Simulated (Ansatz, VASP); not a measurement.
**Two plane-wave programs on MgCuGe**

Contents of INCAR:

```
  PREC = Accurate
  ENCUT = 520
  EDIFF = 1E-7
  ISMEAR = -1
  SIGMA = 0.15
  LREAL = F
  LASPH = T
  NELM = 100
  ALGO = Normal
  ISIF = 2
  LWAVE = F
  LCHARG = F
  NBANDS = 36
```

KPOINTS

```
regular mesh
0
Gamma
  6 6 4
```

Contents of POSCAR:

```
MgCuGe
1.0
    4.0053020000      0.0000000000      0.0000000000
    0.0000000000      4.0053020000      0.0000000000
    0.0000000000      0.0000000000      6.3947530000
Mg Cu Ge
2 2 2
Direct
    0.0000000000      0.0000000000      0.0000000000
    0.5000000000      0.5000000000      0.0000000000
    0.0000000000      0.5000000000      0.2980420000
    0.5000000000      0.0000000000      0.7019580000
    0.0000000000      0.5000000000      0.6779820000
    0.5000000000      0.0000000000      0.3220180000
```

Input for Ansatz:

```yaml
crystal:
  lattice:
    - [4.005302, 0.0, 0.0]
    - [0.0, 4.005302, 0.0]
    - [0.0, 0.0, 6.394753]
  atoms:
    - { symbol: Mg, position: [0.0, 0.0, 0.0] }
    - { symbol: Mg, position: [0.5, 0.5, 0.0] }
    - { symbol: Cu, position: [0.0, 0.5, 0.298042] }
    - { symbol: Cu, position: [0.5, 0.0, 0.701958] }
    - { symbol: Ge, position: [0.0, 0.5, 0.677982] }
    - { symbol: Ge, position: [0.5, 0.0, 0.322018] }
kpoints:
  mp_grid:
    grid: [6, 6, 4]
hamiltonian:
  xc: lda
  pseudopotentials:
    kind: paw
scf:
  occupations:
    method: fermi_dirac
    width: 0.15
output:
  forces: true
  stress: true
```

Alike in both runs: task single point; functional LDA; k mesh 6 × 6 × 4; occupations fermi-dirac, width 0.15 eV; no spin polarisation.

```csv
,VASP,Ansatz
version,VASP 6.6.1,Ansatz 0.2.0
potentials or method,"VASP PAW LDA potentials, release 64 (Mg, Cu, Ge_d)","plane waves, PAW"
plane-wave cutoff (eV),520,420
valence electrons in the cell,54,86
```

```csv
,VASP,Ansatz,Ansatz less VASP
pressure (GPa),-5.4,-5.3,+0.14
"traceless stress, the component that is largest in VASP (GPa)",-1.28,-1.27,+0.010
rms of the force components (eV/Å),0.077,0.095,+0.0187
```

LDA's correlation is that of Perdew and Zunger in VASP and of Perdew and Wang (1992) in Ansatz. Atom by atom the forces differ by 0.019 eV/Å (rms over components). VASP's potentials hold 54 valence electrons a cell and Ansatz's 86, so a difference there can come from the potentials and not from the codes.
